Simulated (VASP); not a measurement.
Wanted: the native input for a VASP 6.6.1 run.

```
Task                   : single point
Functional             : r2SCAN
Potentials or basis    : VASP PAW PBE potentials, release 64 (Ir)
Cutoff                 : 520 eV
k mesh                 : 18 × 18 × 12
Occupations            : gaussian, width 0.15 eV
Spin                   : no spin polarisation
Dipole correction      : no
Further INCAR settings : ALGO = Normal; EDIFF = 1e-06; NBANDS = 16
```

Crystal: Ir.

```
Ir
1.0
     2.75138    0.02064    0.00000
    -1.35782    2.37245    0.00000
     0.00000    0.00000    4.46229
Ir
2
Cartesian
  1.3816 0.8046 3.3467
  0.0119 1.5885 1.1156
```

This cell differs from its parent crystal: strain +0.0150 x Voigt [0, 0, 0, 0, 0, 1].

The input as run:

POSCAR

```
Ir
1.0
    2.7513778946      0.0206353342      0.0000000000
   -1.3578182236      2.3724454850      0.0000000000
    0.0000000000      0.0000000000      4.4622900000
Ir
2
Direct
    0.6666666667      0.3333333333      0.7500000000
    0.3333333333      0.6666666667      0.2500000000
```

INCAR.step1

```
SYSTEM = Ir
PREC = Accurate
ENCUT = 520
ISMEAR = 0
SIGMA = 0.15
LREAL = .FALSE.
LASPH = .TRUE.
NELM = 100
NBANDS = 16
GGA = PE
ALGO = Normal
EDIFF = 1E-4
LWAVE = .TRUE.
LCHARG = .FALSE.
```

INCAR.step2

```
SYSTEM = Ir
PREC = Accurate
ENCUT = 520
EDIFF = 1E-6
ISMEAR = 0
SIGMA = 0.15
LREAL = .FALSE.
LASPH = .TRUE.
NELM = 100
ALGO = Normal
ISIF = 2
LWAVE = .FALSE.
LCHARG = .FALSE.
METAGGA = R2SCAN
LMIXTAU = .TRUE.
NBANDS = 16
ISTART = 1
```

KPOINTS

```
Automatic mesh
0
G
  18 18 12
  0 0 0
```

Potentials or basis: VASP PAW PBE potentials, release 64 (Ir).

The run is started by

```sh
$ cat potpaw_PBE.64/Ir/POTCAR > POTCAR
$ cp INCAR.step1 INCAR
$ mpirun -np 1 vasp_std > vasp.out
$ cp INCAR.step2 INCAR
$ mpirun -np 1 vasp_std > vasp.out
```

Results of the run:

The pressure is -6.5 GPa. The largest force is 0.017 eV/Å. The band gap on the k mesh is zero (bands 9 and 10 overlap by 3.39 eV).

Caveat: the cell differs from its parent crystal (strain +0.0150 x Voigt [0, 0, 0, 0, 0, 1]); the cell stands under tension; the PAW data sets were made with another functional, which shifts forces and pressure a little; spin-orbit coupling is left out, which moves the levels of the heavy elements.

Wall time 11 min on 1 thread of Intel(R) Xeon(R) 6975P-C (Granite Rapids) (shared host), peak memory 0.53 GiB.
